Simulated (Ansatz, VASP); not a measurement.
## LiNbO3 in VASP and in Ansatz

File INCAR:

```
SYSTEM = LiNbO3
  ALGO = Normal
  EDIFF = 1E-6
  ENCUT = 520
  GGA = PE
  ISIF = 2
  ISMEAR = 0
  LASPH = .True.
  LCHARG = .False.
  LREAL = .False.
  LWAVE = .False.
  NBANDS = 25
  NELM = 80
  PREC = Accurate
  SIGMA = 0.01
```

KPOINTS

```
k-points
0
Gamma
  6 6 6
  0 0 0
```

Contents of POSCAR:

```
LiNbO3
1.0
    3.9951953223      0.0000000000      0.0000000000
    0.0000000000      3.9951953223      0.0000000000
    0.0000000000      0.0000000000      3.9951953223
Li Nb O
1 1 3
Direct
    0.0000000000      0.0000000000      0.0000000000
    0.5000000000      0.5000000000      0.5000000000
    0.5000000000      0.5000000000      0.0000000000
    0.5000000000      0.0000000000      0.5000000000
    0.0000000000      0.5000000000      0.5000000000
```

Input for Ansatz:

```yaml
crystal:
  lattice:
    - [3.9951953223, 0.0, 0.0]
    - [0.0, 3.9951953223, 0.0]
    - [0.0, 0.0, 3.9951953223]
  atoms:
    - { symbol: Li, position: [0.0, 0.0, 0.0] }
    - { symbol: Nb, position: [0.5, 0.5, 0.5] }
    - { symbol: O, position: [0.5, 0.5, 0.0] }
    - { symbol: O, position: [0.5, 0.0, 0.5] }
    - { symbol: O, position: [0.0, 0.5, 0.5] }
kpoints:
  mp_grid: { grid: [6, 6, 6] }
hamiltonian:
  xc: pbe
scf:
  occupations: { method: fixed }
  n_extra_bands: 5
output:
  forces: true
  stress: true
  eigenvalues: true
```

Alike in both runs: task single point; functional PBE; k mesh 6 × 6 × 6; no spin polarisation.

```csv
,VASP,Ansatz
version,VASP 6.6.1,Ansatz 0.2.0
potentials or method,"VASP PAW PBE potentials, release 64 (Li_sv, Nb_sv, O)","plane waves, PAW"
plane-wave cutoff (eV),520,420
occupations,"gaussian, width 0.01 eV",fixed
valence electrons in the cell,34,34
```

|  | VASP | Ansatz | Ansatz less VASP |
| --- | --- | --- | --- |
| gap on the k mesh at the Fermi level (eV) | 1.61 | 1.63 | +0.018 |

Noted on VASP's run: the cutoff is short for stress, so the pressure is rough.
